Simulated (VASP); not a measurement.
Set up this calculation in VASP 6.6.1, as the native input.

* Task: single point
* Functional: PBE
* Potentials or basis: VASP PAW PBE potentials, release 64 (Si, F)
* Cutoff: 520 eV
* k mesh: 5 × 5 × 5
* Occupations: gaussian, width 0.2 eV
* Spin: no spin polarisation
* Dipole correction: no
* Further INCAR settings: ALGO = Normal; EDIFF = 1e-06; NBANDS = 28

The structure of SiF5 lies in POSCAR:

```
SiF5
1.0
   -3.5005231350      3.5005231350      1.8187604510
    3.5005231350     -3.5005231350      1.8187604510
    3.5005231350      3.5005231350     -1.8187604510
Si F
1 5
Direct
    0.0000000000      0.0000000000      0.0000000000
    0.9277370222      0.2254604204      0.1531974426
    0.7745395796      0.9277370222      0.7022766018
    0.0722629778      0.7745395796      0.8468025574
    0.2254604204      0.0722629778      0.2977233982
    0.5000000000      0.5000000000      0.0000000000
```

The input as run:

INCAR

```
PREC = Accurate
ENCUT = 520
EDIFF = 1E-6
ISMEAR = 0
SIGMA = 0.2
LREAL = F
LASPH = T
NELM = 100
ALGO = Normal
ISIF = 2
LWAVE = F
LCHARG = F
GGA = PE
NBANDS = 28
```

KPOINTS

```
regular mesh
0
Gamma
  5 5 5
```

Potentials or basis: VASP PAW PBE potentials, release 64 (Si, F).

The run is started by

```sh
$ cat potpaw_PBE.64/Si/POTCAR potpaw_PBE.64/F/POTCAR > POTCAR
$ mpirun -np 1 vasp_std > vasp.out
```

It gave:

| Item | Value |
| --- | --- |
| Pressure | 0.4 GPa |
| Largest force | 0.121 eV/Å |
| Band gap on the k mesh | zero (an odd number of electrons rules out a gap without spin polarisation) |

Caveat: the k points lie up to 0.39 Å⁻¹ apart, too coarse for converged energies and pressures of a metal; an odd number of electrons without spin polarisation forces a metal; a magnetic or distorted state may lie lower.

Wall time 72 s on 1 thread of AMD EPYC 7R13 Processor (Zen 3) (shared host), peak memory 0.2 GiB.
